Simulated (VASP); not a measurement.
Here is a VASP 6.6.1 calculation.

File INCAR:

```
SYSTEM = MgO
PREC = Accurate
ENCUT = 520
EDIFF = 1E-6
ISMEAR = 0
SIGMA = 0.02
LREAL = .False.
LASPH = .True.
NELM = 100
ALGO = Normal
ISIF = 2
LWAVE = .False.
LCHARG = .False.
GGA = PE
NBANDS = 16
```

The input KPOINTS:

```
regular mesh
0
Gamma
  10 10 6
  0 0 0
```

File POSCAR:

```
MgO
1.0
    2.9685845495      0.0000000000     -0.0001454419
    0.0000000000      3.0001503625      0.0000000000
   -0.9719060274      0.0000000000      5.3313576436
Mg O
2 2
Direct
    0.0000000000      0.0000000000      0.0000000000
    0.5000000000      0.5000000000      0.5000000000
    0.4067447777      0.0000000000      0.7418237113
    0.5932552223      0.0000000000      0.2581762887
```

Potentials or basis: VASP PAW PBE potentials, release 64 (Mg, O).

Launch:

```sh
$ cat potpaw_PBE.64/Mg/POTCAR potpaw_PBE.64/O/POTCAR > POTCAR
$ mpirun -np 1 vasp_std > vasp.out
```

Q: Predict the band gap on the k mesh.

A: 1.50 eV (least direct gap 1.62 eV).

Q: Predict the pressure.

A: -0.4 GPa.

Stress tensor (GPa, compression positive):
```
-0.35  0.00  0.01
 0.00 -0.35  0.00
 0.01  0.00 -0.43
```

Caveat: the cell differs from its parent crystal (atoms taken out). A k mesh can miss the band edges.
